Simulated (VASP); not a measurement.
Runs of VASP 6.6.1 on HfO2. The structure is that of space group Fm-3m (No. 225), or close to it. The cells are those of the table. 

| task | cell | cutoff (eV) | gap on the mesh (eV) | pressure (GPa) |
| --- | --- | --- | --- | --- |
| relaxation of cell and atoms | relaxed to 25 GPa from a = 3.605 Å, angles 60.0°, 3 atoms | 600 | 4.03 | 25.0 |
| relaxation of cell and atoms | relaxed to 6 GPa from a = 3.605 Å, angles 60.0°, 3 atoms | 600 | 3.86 | 6.0 |
| single point | a = 3.577 Å, angles 60.0°, 3 atoms | 520 | (b) | (a) |
| single point | a = 3.504 Å, angles 60.0°, 3 atoms | 520 | 3.99 | 20.6 |

Alike in all rows: level PBE; potentials or basis VASP PAW PBE potentials, release 64 (Hf_pv, O); no spin polarisation; k mesh 8 × 8 × 8; smearing gaussian 0.01 eV.

Task: Estimate the missing entries.

Result: (a) 2.1; (b) 3.82.

Caveats: spin-orbit coupling is left out, which moves the levels of the heavy elements; the cell is relaxed towards a set pressure, so the run minimises the enthalpy, not the energy (at least some runs); the cell stands under pressure (at least some runs).

A k mesh can miss the band edges, and the runs leave out spin-orbit coupling on Hf.
